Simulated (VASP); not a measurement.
Write the native input for VASP 6.6.1 that does the following.

* Task: single point
* Functional: PBE
* Potentials or basis: VASP PAW PBE potentials, release 64 (Ga_d, Mn_pv)
* Cutoff: 520 eV
* k mesh: 12 × 12 × 12
* Occupations: gaussian, width 0.1 eV
* Spin: collinear spin, ferromagnetic start
* Starting moments: [0.12, 0.12, 0.16, 4.51] μB
* Fixed moment: 5 μB
* Dipole correction: no
* Further INCAR settings: ALGO = Normal; EDIFF = 1e-07; NBANDS = 38

The structure of MnGa3 lies in POSCAR:

```
MnGa3
1.0
    0.0000000000      3.2467030344      3.2467030344
    3.2467030344      0.0000000000      3.2467030344
    3.2467030344      3.2467030344      0.0000000000
Ga Mn
3 1
Direct
    0.2500000000      0.2500000000      0.2500000000
    0.7500000000      0.7500000000      0.7500000000
    0.5000000000      0.5000000000      0.5000000000
    0.0000000000      0.0000000000      0.0000000000
```

The input as run:

INCAR

```
SYSTEM = MnGa3
PREC = Accurate
ENCUT = 520
EDIFF = 1E-7
ISMEAR = 0
SIGMA = 0.1
LREAL = .FALSE.
LASPH = .TRUE.
NELM = 150
ALGO = Normal
ISIF = 2
LWAVE = .FALSE.
LCHARG = .FALSE.
ISPIN = 2
MAGMOM = 0.12 0.12 0.16 4.51
LORBIT = 11
NUPDOWN = 5.0
LMAXMIX = 4
GGA = PE
NBANDS = 38
```

KPOINTS

```
Automatic mesh
0
G
  12 12 12
  0 0 0
```

Potentials or basis: VASP PAW PBE potentials, release 64 (Ga_d, Mn_pv).

Run with:

```sh
$ cat potpaw_PBE.64/Ga_d/POTCAR potpaw_PBE.64/Mn_pv/POTCAR > POTCAR
$ mpirun -np 1 vasp_std > vasp.out
```

It gave:

```
Pressure                                              : 3.2 GPa
Net moment                                            : 5.00 μB per cell
Site moments                                          : Ga +0.11, +0.15 (each value once); Mn +4.03 μB
Valence electrons inside the program's atomic spheres : Ga 11.60, 11.57 (each value once); Mn 11.40
```

Caveat: the cell stands under pressure; the total moment is fixed, so each spin has its own Fermi level and the state may be an excited one.

It took 10 min on 1 thread of Intel Xeon 8259CL, with other jobs on the host, peak memory 0.42 GiB.
